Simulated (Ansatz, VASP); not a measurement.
**One calculation of Si, two programs**

```xyz
2
Lattice="0.0000 2.7442 2.7221 2.7221 0.0000 2.7221 2.7221 2.7442 0.0000" Properties=species:S:1:pos:R:3 pbc="T T T"
Si    1.3611    1.3721    1.3611
Si    0.0000    0.0000    0.0000
```

Change from the starting cell: uniaxial_y strain +0.8%.

Alike in both runs: task single point; functional HSE06; k mesh 6 × 6 × 6; no spin polarisation.

```csv
,VASP,Ansatz
version,VASP 6.6.1,Ansatz 0.2.0
potentials or method,"VASP PAW PBE potentials, release 64 (Si)","plane waves, PAW"
plane-wave cutoff (eV),520,420
occupations,"gaussian, width 0.01 eV",fixed
valence electrons in the cell,8,8
```

Ansatz gave:

```
gap on the k mesh at the Fermi level (eV)                     : 1.27
pressure (GPa)                                                : -1.0
traceless stress, the component that is largest in VASP (GPa) : -0.58
```

Problem. What did VASP give for the same quantities?

Solution. gap on the k mesh at the Fermi level (eV): 1.28; pressure (GPa): -1.3; traceless stress, the component that is largest in VASP (GPa): -0.58.

Ansatz's warnings: stress exchange threshold loose, stress scf threshold loose.
